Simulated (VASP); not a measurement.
Set up this calculation in VASP 6.6.1, as the native input.

| Item | Value |
| --- | --- |
| Task | relaxation of the atoms |
| Functional | PBE |
| Potentials or basis | VASP PAW PBE potentials, release 64 (Mg, Se) |
| Cutoff | 520 eV |
| k mesh | 9 × 9 × 9 |
| Occupations | fermi-dirac, width 0.02 eV |
| Spin | no spin polarisation |
| Dipole correction | no |
| Further INCAR settings | ALGO = Normal; EDIFF = 1e-07; IBRION = 2; EDIFFG = -0.02; NSW = 80 |

The structure of MgSe lies in POSCAR:

```
MgSe
1.0
    0.0000000000      2.7255000000      2.7255000000
    2.7255000000      0.0000000000      2.7255000000
    2.7255000000      2.7255000000      0.0000000000
Mg Se
1 1
Direct
    0.0000000000      0.0000000000      0.0000000000
    0.5000000000      0.5000000000      0.5000000000
```

These files were run (other wordings do the same):

INCAR

```
SYSTEM = MgSe
PREC     = Accurate       ! precision mode
ENCUT    = 520            ! plane-wave cutoff, eV
EDIFF    = 1E-7           ! SCF threshold, eV
ISMEAR   = -1             ! smearing method
SIGMA    = 0.02           ! smearing width, eV
LREAL    = .False.        ! projectors in reciprocal space
LASPH    = .True.         ! aspherical terms in the spheres
NELM     = 120            ! most SCF steps
ALGO     = Normal         ! electronic algorithm
ISIF     = 2              ! what is computed and relaxed
LWAVE    = .False.        ! write WAVECAR
LCHARG   = .False.        ! write CHGCAR
GGA      = PE             ! functional
IBRION   = 2              ! ionic algorithm
NSW      = 80             ! ionic steps
EDIFFG   = -0.02          ! ionic threshold
GGA_COMPAT= .False.      
NELMIN   = 4
```

KPOINTS

```
regular mesh
0
Gamma
  9 9 9
  0 0 0
```

Potentials or basis: VASP PAW PBE potentials, release 64 (Mg, Se).

Command:

```bash
$ cat potpaw_PBE.64/Mg/POTCAR potpaw_PBE.64/Se/POTCAR > POTCAR
$ mpirun -np 1 vasp_std > vasp.out
```

It gave:

```yaml
Pressure_after_relaxing: 1.9 GPa
Band_gap_on_the_k_mesh: 1.93 eV, indirect (least direct gap 2.60 eV)
```

Caveat: the relaxation stopped at its first step, so nothing moved.

Run time: 28 s on 1 thread of Intel Xeon 8259CL, with other jobs on the host, peak memory 0.17 GiB.
